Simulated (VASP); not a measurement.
# SbO4 (P6/mmm) in VASP: a series of runs

The runs below take SbO4 through single point, relaxation of cell and atoms, with PBE.

All numbers are computed with VASP 6.6.1; they aren't measurements. Logs are shortened: lines on timing, memory, paths and dates and some standing lists are left out, and cuts for length are marked.

### Step 1. The cell of the first run

It takes space group P6/mmm (No. 191, hexagonal). The conventional cell has a = 4.051 Å, b = 4.051 Å, c = 5.647 Å, α = 90.00°, β = 90.00°, γ = 120.00°. Sb (site symmetry 6/mmm) has 2 O at 1.68 Å within 2.2 Å. Within 2.2 Å of O (site symmetry 6mm) lie 1 Sb at 1.68 Å. Within 3.1 Å of O (site symmetry -6m2) lie 9 O at 2.34 to 2.60 Å.

The cell was built from a structure type or drawn by symmetry, and may not be a known phase.

### Step 2. Single point, PBE

INCAR

```
SYSTEM = SbO4
  ALGO = Normal
  EDIFF = 1E-7
  ENCUT = 520
  GGA = PE
  ISIF = 2
  ISMEAR = 0
  LASPH = .True.
  LCHARG = .False.
  LREAL = .False.
  LWAVE = .False.
  NBANDS = 22
  NELM = 80
  PREC = Accurate
  SIGMA = 0.1
```

KPOINTS

```
k-points
0
Gamma
  6 6 4
  0 0 0
```

POSCAR

```
SbO4
1.0
    4.0505045400      0.0000000000      0.0000000000
   -2.0252522700      3.5078398300      0.0000000000
    0.0000000000      0.0000000000      5.6472929000
Sb O
1 4
Direct
    0.0000000000      0.0000000000      0.5000000000
    0.0000000000      0.0000000000      0.2027633600
    0.0000000000      0.0000000000      0.7972366400
    0.3333333300      0.6666666700      0.0000000000
    0.6666666700      0.3333333300      0.0000000000
```

Potentials or basis: VASP PAW PBE potentials, release 64 (Sb, O).

Command:

```sh
$ cat potpaw_PBE.64/Sb/POTCAR potpaw_PBE.64/O/POTCAR > POTCAR
$ mpirun -np 1 vasp_std > vasp.out
```

OUTCAR:

```text
SYSTEM = SbO4
   EDIFF = 1E-7
   ENCUT = 520
   GGA = PE
   ISIF = 2
   ISMEAR = 0
   LASPH = .True.
   LREAL = .False.
   NELM = 80
   PREC = Accurate

 ion  position               nearest neighbor table
   1  0.000  0.000  0.500-   2 1.68   3 1.68
   2  0.000  0.000  0.203-   1 1.68
   3  0.000  0.000  0.797-   1 1.68
   4  0.333  0.667  0.000-
   5  0.667  0.333  0.000-

  LATTYP: Found a hexagonal cell.
 ALAT       =     4.0505045400
 C/A-ratio  =     1.3942196199

  Lattice vectors:

 A1 = (   4.0505045400,   0.0000000000,   0.0000000000)
 A2 = (  -2.0252522700,   3.5078398300,   0.0000000000)
 A3 = (   0.0000000000,   0.0000000000,   5.6472929000)

Analysis of symmetry for initial positions (statically):
=====================================================================
 Subroutine PRICEL returns:
 Original cell was already a primitive cell.

 Routine SETGRP: Setting up the symmetry group for a
 hexagonal supercell.

 Subroutine GETGRP returns: Found 24 space group operations
 (whereof 24 operations were pure point group operations)
 out of a pool of 24 trial point group operations.

The static configuration has the point symmetry D_6h.

Analysis of symmetry for dynamics (positions and initial velocities):
=====================================================================
 Subroutine PRICEL returns:
 Original cell was already a primitive cell.

 Routine SETGRP: Setting up the symmetry group for a
 hexagonal supercell.

 Subroutine GETGRP returns: Found 24 space group operations
 (whereof 24 operations were pure point group operations)
 out of a pool of 24 trial point group operations.

The dynamic configuration has the point symmetry D_6h.

 Subroutine INISYM returns: Found 24 space group operations
 (whereof 24 operations are pure point group operations),
 and found     1 'primitive' translations

----------------------------------------------------------------------------------------

                                     Primitive cell

  volume of cell :      80.2397

  direct lattice vectors                    reciprocal lattice vectors
     4.050504540  0.000000000  0.000000000     0.246882824  0.142537865  0.000000000
    -2.025252270  3.507839830  0.000000000     0.000000000  0.285075730  0.000000000
     0.000000000  0.000000000  5.647292900     0.000000000  0.000000000  0.177075993

  length of vectors
     4.050504540  4.050504540  5.647292900     0.285075730  0.285075730  0.177075993

  position of ions in fractional coordinates (direct lattice)
     0.000000000  0.000000000  0.500000000
     0.000000000  0.000000000  0.202763360
     0.000000000  0.000000000  0.797236640
     0.333333330  0.666666670  0.000000000
     0.666666670  0.333333330  0.000000000

  ion indices of the primitive-cell ions
   primitive index   ion index
                 1           1
                 2           2
                 3           3
                 4           4
                 5           5

----------------------------------------------------------------------------------------

 KPOINTS: k-points

Automatic generation of k-mesh.
 Grid dimensions read from file:
 generate k-points for:    6    6    4

 Generating k-lattice:

  Cartesian coordinates                     Fractional coordinates (reciprocal lattice)
     0.041147137  0.023756311  0.000000000     0.166666667  0.000000000  0.000000000
     0.000000000  0.047512622  0.000000000     0.000000000  0.166666667  0.000000000
     0.000000000  0.000000000  0.044268998     0.000000000  0.000000000  0.250000000

  Length of vectors
     0.047512622  0.047512622  0.044268998

  Shift w.r.t. Gamma in fractional coordinates (k-lattice)
     0.000000000  0.000000000  0.000000000

 Subroutine IBZKPT returns following result:
 ===========================================

 Found     21 irreducible k-points:

 Following reciprocal coordinates:
            Coordinates               Weight
  0.000000  0.000000  0.000000      1.000000
  0.166667 -0.000000  0.000000      6.000000
  0.333333  0.000000  0.000000      6.000000
[... 48 lines left out ...]
     21      10.2147      0.00000
     22      10.4026      0.00000

 k-point     2 :       0.1667   -0.0000    0.0000
  band No.  band energies     occupation
      1     -17.7965      2.00000
      2     -17.3616      2.00000
      3     -14.6959      2.00000
      4     -13.1005      2.00000
      5      -6.8698      2.00000
      6      -2.5698      2.00000
[... 14 lines left out ...]
     21       9.2838      0.00000
     22      11.1733      0.00000

 k-point     3 :       0.3333    0.0000    0.0000
  band No.  band energies     occupation
      1     -17.6991      2.00000
      2     -17.3450      2.00000
      3     -14.5287      2.00000
      4     -13.4362      2.00000
      5      -6.7182      2.00000
      6      -2.9089      2.00000
[... 14 lines left out ...]
     21      10.1065      0.00000
     22      13.1600      0.00000

 k-point     4 :       0.5000    0.0000    0.0000
  band No.  band energies     occupation
      1     -17.6492      2.00000
      2     -17.3365      2.00000
      3     -14.3772      2.00000
      4     -13.6750      2.00000
      5      -6.6194      2.00000
      6      -3.1197      2.00000
[... 14 lines left out ...]
     21      11.0753      0.00000
     22      12.0027      0.00000

 k-point     5 :       0.1667    0.1667    0.0000
  band No.  band energies     occupation
      1     -17.7240      2.00000
      2     -17.3492      2.00000
      3     -14.5781      2.00000
      4     -13.3441      2.00000
      5      -6.7656      2.00000
      6      -2.8273      2.00000
[... 342 lines left out ...]
 k-point    19 :       0.1667    0.1667    0.5000
  band No.  band energies     occupation
      1     -17.7292      2.00000
      2     -17.3717      2.00000
      3     -14.5739      2.00000
      4     -13.3435      2.00000
      5      -5.6162      2.00000
      6      -4.0560      2.00000
[... 14 lines left out ...]
     21       9.5582      0.00000
     22      11.2979      0.00000

 k-point    20 :       0.3333    0.1667    0.5000
  band No.  band energies     occupation
      1     -17.6731      2.00000
      2     -17.3389      2.00000
      3     -14.3522      2.00000
      4     -13.6962      2.00000
      5      -5.3471      2.00000
      6      -4.1947      2.00000
[... 14 lines left out ...]
     21      10.3909      0.00000
     22      12.0693      0.00000

 k-point    21 :       0.3333    0.3333    0.5000
  band No.  band energies     occupation
      1     -17.6557      2.00000
      2     -17.3281      2.00000
      3     -14.0470      2.00000
      4     -14.0470      2.00000
      5      -5.2495      2.00000
      6      -4.2696      2.00000
[... 14 lines left out ...]
     21      11.7376      0.00000
     22      11.7673      0.00000

------------------------ aborting loop because EDIFF is reached ----------------------------------------

  FORCE on cell =-STRESS in cart. coord.  units (eV):
  Direction    XX          YY          ZZ          XY          YZ          ZX
  --------------------------------------------------------------------------------------
  -------------------------------------------------------------------------------------
  Total       -1.5765670     -1.5765670     29.7110788      0.0000000     -0.0000000      0.0000000
  in kB      -31.4799348    -31.4799348    593.2528212      0.0000000     -0.0000000      0.0000000
  external PRESSURE =     176.7643172 kB  Pullay stress =       0.0000000 kB

 VOLUME and BASIS-vectors are now :
 -----------------------------------------------------------------------------
  energy-cutoff  :      520.00
  volume of cell :       80.24
      direct lattice vectors                 reciprocal lattice vectors
     4.050504540  0.000000000  0.000000000     0.246882824  0.142537865  0.000000000
    -2.025252270  3.507839830  0.000000000     0.000000000  0.285075730  0.000000000
     0.000000000  0.000000000  5.647292900     0.000000000  0.000000000  0.177075993

 POSITION                                       TOTAL-FORCE (eV/Angst)
 -----------------------------------------------------------------------------------
      0.00000      0.00000      2.82365         0.000000     -0.000000     -0.000000
      0.00000      0.00000      1.14506         0.000000      0.000000     -7.480582
      0.00000      0.00000      4.50223         0.000000     -0.000000      7.480582
     -0.00000      2.33856      0.00000        -0.000000     -0.000000      0.000000
      2.02525      1.16928      0.00000         0.000000     -0.000000     -0.000000
 -----------------------------------------------------------------------------------
    total drift:                               -0.000000      0.000000     -0.000000

  FREE ENERGIE OF THE ION-ELECTRON SYSTEM (eV)
  ---------------------------------------------------
  free  energy   TOTEN  =       -15.4533556122 eV

  energy  without entropy=      -15.4215693018  energy(sigma->0) =      -15.43746246
```

Wall time 23 s (1 thread of Intel Xeon 6975P-C (Granite Rapids), shared host); peak memory 0.19 GiB.

Results:

- Free energy: -15.4534 eV
- Pressure: 17.7 GPa
- Largest force: 7.481 eV/Å
- Band gap on the k mesh: zero (an odd number of electrons rules out a gap without spin polarisation)

Forces on the atoms (eV/Å):
```
Sb   0.000  0.000  0.000
O    0.000  0.000 -7.481
O    0.000  0.000  7.481
O    0.000  0.000  0.000
O    0.000  0.000  0.000
```

Stress tensor (GPa, compression positive):
```
-3.15  0.00  0.00
 0.00 -3.15  0.00
 0.00  0.00 59.33
```

Levels at points of the mesh, in eV from the Fermi level:
| k point | band 10 | band 11 | band 12 | band 13 | band 14 | band 15 | band 16 | band 17 | band 18 | band 19 |
| --- | --- | --- | --- | --- | --- | --- | --- | --- | --- | --- |
| (0.00, 0.00, 0.00) | -2.36 | -2.15 | -2.15 | -1.51 | -0.90 | 0.11 | 0.55 | 0.55 | 3.55 | 3.55 |
| (0.50, 0.00, 0.00) | -2.44 | -1.82 | -1.72 | -0.51 | -0.20 | -0.10 | 0.54 | 0.83 | 0.85 | 2.61 |
| (0.00, 0.00, 0.50) | -3.08 | -2.15 | -2.15 | -1.88 | 0.09 | 0.81 | 0.81 | 0.96 | 3.63 | 3.63 |
| (0.50, 0.00, 0.50) | -2.98 | -1.24 | -1.15 | -0.64 | -0.45 | 0.22 | 0.47 | 0.86 | 1.85 | 2.72 |

Caveat: the cell stands under pressure; spin-orbit coupling is left out, which moves the levels of the heavy elements; an odd number of electrons without spin polarisation forces a metal; a magnetic or distorted state may lie lower.

### Step 3. Single point, PBE

This run uses another cell than the first one, of 16.24 Å³/atom.

INCAR

```
SYSTEM = SbO4
ALGO = Normal ; EDIFF = 1E-6
ENCUT = 520 ; GGA = PE
ISIF = 2 ; ISMEAR = 0
LASPH = .True. ; LCHARG = .True.
LELF = .True. ; LREAL = .False.
LVHAR = .True. ; LWAVE = .False.
NBANDS = 22 ; NELM = 80
PREC = Accurate ; SIGMA = 0.1
```

KPOINTS is that of step 2.

POSCAR

```
SbO4
1.0
    3.1597937590      0.0000000000      0.0000000000
   -1.5798968795      2.7364616660      0.0000000000
    0.0000000000      0.0000000000      9.3907136087
Sb O
1 4
Direct
    0.0000000000      0.0000000000      0.5000000000
    0.0000000000      0.0000000000      0.3034084076
    0.0000000000      0.0000000000      0.6965915924
    0.3333333333      0.6666666667      0.0000000000
    0.6666666667      0.3333333333      0.0000000000
```

Potentials or basis: VASP PAW PBE potentials, release 64 (Sb, O).

Command:

```sh
$ cat potpaw_PBE.64/Sb/POTCAR potpaw_PBE.64/O/POTCAR > POTCAR
$ mpirun -np 1 vasp_std > vasp.out
```

It took 23 s on 1 thread of Intel Xeon 6975P-C (Granite Rapids), shared host; peak memory 0.19 GiB.

It converged, with:

```yaml
Free_energy: -19.1863 eV
Pressure: 0.9 GPa
Largest_force: 0.387 eV/Å
Band_gap_on_the_k_mesh: zero (an odd number of electrons rules out a gap without spin polarisation)
```

Forces in eV/Å, atoms in the order of the input:
```
Sb   0.000  0.000  0.000
O    0.000  0.000 -0.387
O    0.000  0.000  0.387
O    0.000  0.000  0.000
O    0.000  0.000  0.000
```

Stress tensor (GPa, compression positive):
```
-0.17  0.00  0.00
 0.00 -0.17  0.00
 0.00  0.00  3.00
```

Levels at points of the mesh, in eV from the Fermi level:
```
           k point  band 12  band 13  band 14  band 15  band 16  band 17
(0.00, 0.00, 0.00)    -0.43    -0.24    -0.24     0.39     0.42     0.42
(0.50, 0.00, 0.00)    -1.36    -1.23    -0.59    -0.28     0.83     1.14
(0.00, 0.00, 0.50)    -0.30    -0.24    -0.24     0.39     0.43     0.43
(0.50, 0.00, 0.50)    -1.36    -1.27    -0.59    -0.24     0.83     1.15
```

Caveat: the k points lie up to 0.38 Å⁻¹ apart, too coarse for converged energies and pressures of a metal; spin-orbit coupling is left out, which moves the levels of the heavy elements; an odd number of electrons without spin polarisation forces a metal; a magnetic or distorted state may lie lower.

### Step 4. Relaxation of cell and atoms, PBE

INCAR

```
SYSTEM = SbO4
PREC     = Accurate       ! precision mode
ENCUT    = 600            ! plane-wave cutoff, eV
EDIFF    = 1E-6           ! SCF threshold, eV
ISMEAR   = 0              ! smearing method
SIGMA    = 0.1            ! smearing width, eV
LREAL    = .False.        ! projectors in reciprocal space
LASPH    = .True.         ! aspherical terms in the spheres
NELM     = 60             ! most SCF steps
ALGO     = Normal         ! electronic algorithm
ISIF     = 3              ! what is computed and relaxed
LWAVE    = .False.        ! write WAVECAR
LCHARG   = .False.        ! write CHGCAR
GGA      = PE             ! functional
IBRION   = 2              ! ionic algorithm
NSW      = 90             ! ionic steps
EDIFFG   = -0.04          ! ionic threshold
```

KPOINTS

```
regular mesh
0
Gamma
  6 6 4
  0 0 0
```

POSCAR

```
SbO4
1.0
    4.0505045400      0.0000000000      0.0000000000
   -2.0252522700      3.5078398300      0.0000000000
    0.0000000000      0.0000000000      5.6472929000
Sb O
1 4
Direct
    0.0000000000      0.0000000000      0.5000000000
    0.0000000000      0.0000000000      0.2027633600
    0.0000000000      0.0000000000      0.7972366400
    0.3333333300      0.6666666700      0.0000000000
    0.6666666700      0.3333333300      0.0000000000
```

Command:

```sh
$ cat potpaw_PBE.64/Sb/POTCAR potpaw_PBE.64/O/POTCAR > POTCAR
$ mpirun -np 1 vasp_std > vasp.out
```

Run time: 5.1 min. Hardware: 1 thread of Intel Xeon 6975P-C (Granite Rapids), shared host; peak memory 0.24 GiB.

It converged, with:

| Item | Value |
| --- | --- |
| Free energy | -18.7708 eV |
| Relaxed volume | 13.53 Å³/atom |
| Relaxed cell | a = 3.215 Å, b = 3.215 Å, c = 7.557 Å, α = 90.00°, β = 90.00°, γ = 120.00° |
| Space group after relaxing (to 0.1 Å) | P6/mmm (No. 191) |
| Energy gained by relaxing | 662.5 meV/atom |
| Ionic steps | 24 |
| Pressure after relaxing | -0.4 GPa |
| Largest force after relaxing | 0.015 eV/Å |
| Band gap on the k mesh | zero (an odd number of electrons rules out a gap without spin polarisation) |

Forces in eV/Å, atoms in the order of the input:
```
Sb   0.000  0.000  0.000
O    0.000  0.000  0.015
O    0.000  0.000 -0.015
O    0.000  0.000  0.000
O    0.000  0.000  0.000
```

Step by step:
```csv
step,energy change (eV),largest force (eV/Å),pressure (GPa),volume (Å³)
1,0.0000,7.4733,17.58,80.24
2,1.7492,0.9510,-16.32,100.00
3,0.7018,2.0340,-15.59,95.11
4,-0.2113,2.4426,-14.15,91.17
5,-1.2015,1.5502,-7.82,85.76
6,-1.2389,0.2900,-0.67,83.01
7,-1.2859,0.6628,-4.38,84.28
8,-1.2867,0.5592,-3.98,84.14
9,-1.5482,0.6139,-4.42,80.27
10,-2.3049,0.9892,-2.71,69.50
11,-0.7587,2.8249,41.71,49.02
12,-2.5193,1.1090,0.66,65.07
13,-2.5525,1.3556,5.56,61.00
14,-2.7280,1.3102,5.48,60.77
15,-2.9844,1.4673,6.39,59.94
16,-3.2322,0.8699,6.44,64.13
17,-3.2340,0.6623,6.25,63.82
18,-3.2305,0.9198,-6.22,71.46
19,-3.3078,0.1484,-0.48,67.52
20,-3.3078,0.1316,-0.34,67.44
21,-3.3099,0.0642,-0.23,67.50
22,-3.3118,0.0875,0.00,67.61
23,-3.3124,0.0555,-0.50,67.65
24,-3.3125,0.0149,-0.35,67.64
```

Final structure:
```cif
data_structure
_symmetry_space_group_name_H-M 'P 1'
_symmetry_Int_Tables_number 1
_cell_length_a 3.2148
_cell_length_b 3.2148
_cell_length_c 7.5573
_cell_angle_alpha 90.000
_cell_angle_beta 90.000
_cell_angle_gamma 120.000
_cell_volume 67.64
loop_
_atom_site_label
_atom_site_type_symbol
_atom_site_fract_x
_atom_site_fract_y
_atom_site_fract_z
_atom_site_occupancy
Sb1 Sb 0.00000 0.00000 0.50000 1
O1 O 0.00000 0.00000 0.25426 1
O2 O 0.00000 0.00000 0.74574 1
O3 O 0.33333 0.66667 0.00000 1
O4 O 0.66667 0.33333 0.00000 1
```

Levels at points of the mesh, in eV from the Fermi level:
| k point | band 12 | band 13 | band 14 | band 15 | band 16 | band 17 | band 18 |
| --- | --- | --- | --- | --- | --- | --- | --- |
| (0.00, 0.00, 0.00) | -0.53 | -0.53 | -0.48 | 0.39 | 0.62 | 0.62 | 5.17 |
| (0.50, 0.00, 0.00) | -1.07 | -0.98 | -0.86 | -0.37 | 0.81 | 1.10 | 2.19 |
| (0.00, 0.00, 0.50) | -0.71 | -0.71 | 0.17 | 0.40 | 0.69 | 0.69 | 4.90 |
| (0.50, 0.00, 0.50) | -1.60 | -1.19 | -0.78 | 0.18 | 0.79 | 1.09 | 2.19 |

Caveat: the volume moved by over 15 % at a fixed basis, so the end points are rough; spin-orbit coupling is left out, which moves the levels of the heavy elements; an odd number of electrons without spin polarisation forces a metal; a magnetic or distorted state may lie lower.

### Step 5. Summary

| task | cell | cutoff (eV) | gap on the mesh (eV) | pressure (GPa) | largest force (eV/Å) |
| --- | --- | --- | --- | --- | --- |
| single point | a = 4.051, b = 4.051, c = 5.647 Å, angles 90.0, 90.0, 120.0°, 5 atoms, atomic positions A | 520 | none | 17.7 | 7.48 |
| single point | a = 3.160, b = 3.160, c = 9.391 Å, angles 90.0, 90.0, 120.0°, 5 atoms, atomic positions B | 520 | none | 0.9 | 0.39 |
| relaxation of cell and atoms | relaxed from a = 4.051, b = 4.051, c = 5.647 Å, angles 90.0, 90.0, 120.0°, 5 atoms, atomic positions A | 600 | none | -0.4 | 0.01 |

Alike in all rows: level PBE; potentials or basis VASP PAW PBE potentials, release 64 (Sb, O); no spin polarisation; k mesh 6 × 6 × 4; smearing gaussian 0.1 eV.

Caveats: some runs use coarse meshes; spin-orbit coupling is left out, which moves the levels of the heavy elements; an odd number of electrons without spin polarisation forces a metal; a magnetic or distorted state may lie lower; the cell stands under pressure (at least some runs); the volume moved by over 15 % at a fixed basis, so the end points are rough (at least some runs).

Absolute energies hang on the potentials; compare differences alone.
